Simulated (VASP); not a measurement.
Crystal: BiTe.

```xyz
2
Lattice="2.4227 1.3988 3.3173 -2.4227 1.3988 3.3173 0.0000 -2.7975 3.3173" Properties=species:S:1:pos:R:3 pbc="T T T"
Bi    0.0000    0.0000    4.9759
Te    0.0000    0.0000    0.0000
```

Program: VASP 6.6.1. Alike in all runs: task single point; potentials or basis VASP PAW PBE potentials, release 64 (Bi_d, Te); cell as given; cutoff (eV) 520; smearing fermi-dirac 0.05 eV.

Question: Order these runs on this cell by their pressure, lowest first.
A. level PBE; spin non-collinear, zero start, SOC; k mesh 5 × 5 × 5
B. level PBE-based screened hybrid with 50 % exact exchange; spin off; k mesh 4 × 4 × 4; grid for exact exchange (PRECFOCK) Normal; share of exact exchange 0.5; screening parameter 0.2 1/Å
C. level PBE-based screened hybrid with 25 % exact exchange; spin off; k mesh 4 × 4 × 4; grid for exact exchange (PRECFOCK) Normal; share of exact exchange 0.25; screening parameter 0.20787 1/Å

Answer: B (-4.0 GPa), C (-2.0 GPa), A (1.0 GPa).

Caveats: some runs use coarse meshes; the PAW data sets were made with another functional, which shifts forces and pressure a little (at least some runs).
